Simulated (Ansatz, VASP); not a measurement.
## Ta2N in VASP and in Ansatz

File INCAR:

```
SYSTEM = Ta2N
  PREC = Accurate
  ENCUT = 520
  EDIFF = 1E-6
  ISMEAR = 0
  SIGMA = 0.15
  LREAL = .FALSE.
  LASPH = .TRUE.
  NELM = 100
  ALGO = Normal
  ISIF = 2
  LWAVE = .FALSE.
  LCHARG = .FALSE.
  GGA = PS
  NBANDS = 20
```

File KPOINTS:

```
regular mesh
0
G
  18 18 10
  0 0 0
```

File POSCAR:

```
Ta2N
1.0
    3.1266469763      0.0000000000      0.0000000000
   -1.5633234882      2.7077557101      0.0000000000
    0.0000000000      0.0000000000      5.0498475314
Ta N
2 1
Direct
    0.6666666667      0.3333333333      0.7463700642
    0.3333333333      0.6666666667      0.2536299358
    0.0000000000      0.0000000000      0.0000000000
```

Input for Ansatz:

```yaml
crystal:
  lattice:
    - [3.1266469763, 0.0, 0.0]
    - [-1.5633234882, 2.7077557101, 0.0]
    - [0.0, 0.0, 5.0498475314]
  atoms:
    - { symbol: Ta, position: [0.6666666667, 0.3333333333, 0.7463700642] }
    - { symbol: Ta, position: [0.3333333333, 0.6666666667, 0.2536299358] }
    - { symbol: "N", position: [0.0, 0.0, 0.0] }
basis:
  ecutwfc: 520.0
kpoints:
  mp_grid: { grid: [18, 18, 10] }
hamiltonian:
  xc: pbesol
  pseudopotentials: { kind: paw, azcp: { folder: soft_1 } }
scf:
  occupations: { method: gaussian, width: 0.15 }
output:
  forces: true
  stress: true
  eigenvalues: true
```

Alike in both runs: task single point; functional PBEsol; k mesh 18 × 18 × 10; occupations gaussian, width 0.15 eV; no spin polarisation.

|  | VASP | Ansatz |
| --- | --- | --- |
| version | VASP 6.6.1 | Ansatz 0.2.0 |
| potentials or method | VASP PAW PBE potentials, release 64 (Ta_pv, N), cutoff 520 eV | scalar-relativistic, plane waves, PAW |
| valence electrons in the cell | 27 | 31 |

Ansatz gave:

```
gap on the k mesh at the Fermi level (eV)                     : none
pressure (GPa)                                                : -19.7
traceless stress, the component that is largest in VASP (GPa) : -3.55
rms of the force components (eV/Å)                            : 0.118
```

**Question.** What did VASP give for the same quantities?

**Answer.** gap on the k mesh at the Fermi level (eV): none; pressure (GPa): -19.3; traceless stress, the component that is largest in VASP (GPa): -3.62; rms of the force components (eV/Å): 0.097.

VASP's potentials were made for PBE, not for PBEsol, and Ansatz warns of the same on its side. Atom by atom the forces differ by 0.020 eV/Å (rms over components). A gap of «none» marks a metal or a gap that the smearing closes. VASP's potentials hold 27 valence electrons a cell and Ansatz's 31, so a difference there can come from the potentials and not from the codes.

Neither program's run includes spin-orbit coupling.
